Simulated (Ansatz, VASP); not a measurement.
## Two plane-wave programs on CO2

```xyz
6
Lattice="-2.0007 2.0007 3.0537 2.0007 -2.0007 3.0537 2.0007 2.0007 -3.0537" Properties=species:S:1:pos:R:3 pbc="T T T"
C     0.0000    2.0007    1.5269
C     0.0000    0.0000    0.0000
O    -1.0004    1.3397    2.2903
O     3.0011    0.6610   -0.7634
O     0.6610    1.0004    0.7634
O     1.3397    1.0004    3.8172
```

Alike in both runs: task single point; functional PBEsol; k mesh 7 × 7 × 7; no spin polarisation.

```csv
,VASP,Ansatz
version,VASP 6.6.1,Ansatz 0.2.0
potentials or method,"VASP PAW PBE potentials, release 64 (C, O), cutoff 520 eV","plane waves, PAW"
occupations,"methfessel-paxton of order 1, width 0.02 eV","cold, width 0.02 eV"
valence electrons in the cell,32,32
```

```csv
,VASP,Ansatz,Ansatz less VASP
pressure (GPa),-14.0,-15.5,-1.49
"traceless stress, the component that is largest in VASP (GPa)",-0.66,-0.51,+0.147
```

VASP's potentials were made for PBE, not for PBEsol. Ansatz's warnings: stress scf threshold loose.
